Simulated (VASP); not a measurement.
Runs of VASP 6.6.1 on In. The structure is that of space group P6_3/mmc (No. 194), or close to it. The cells are those of the table. 

```csv
cell,k mesh,gap on the mesh (eV),pressure (GPa)
"a = 3.531, b = 3.531, c = 5.739 Å, angles 90.0, 90.0, 120.0°, 2 atoms",12 × 12 × 7,none,(a)
"a = 3.400, b = 3.400, c = 5.526 Å, angles 90.0, 90.0, 120.0°, 2 atoms",17 × 17 × 10,none,0.0
"a = 3.354, b = 3.354, c = 5.451 Å, angles 90.0, 90.0, 120.0°, 2 atoms",12 × 12 × 7,none,1.5
"a = 3.445, b = 3.445, c = 5.599 Å, angles 90.0, 90.0, 120.0°, 2 atoms",12 × 12 × 7,none,-1.2
"a = 3.400, b = 3.400, c = 5.526 Å, angles 90.0, 90.0, 120.0°, 2 atoms",12 × 12 × 7,none,0.0
```

Alike in all rows: task single point; level PBE; potentials or basis VASP PAW PBE potentials, release 64 (In_d); no spin polarisation; cutoff (eV) 520; smearing fermi-dirac 0.1 eV.

Question: Fill in the values left out.

Answer: (a) -2.9.

Caveats: spin-orbit coupling is left out, which moves the levels of the heavy elements.

A k mesh can miss the band edges, and the runs leave out spin-orbit coupling on In.

A gap of «none» marks levels without a gap at the run's occupations.
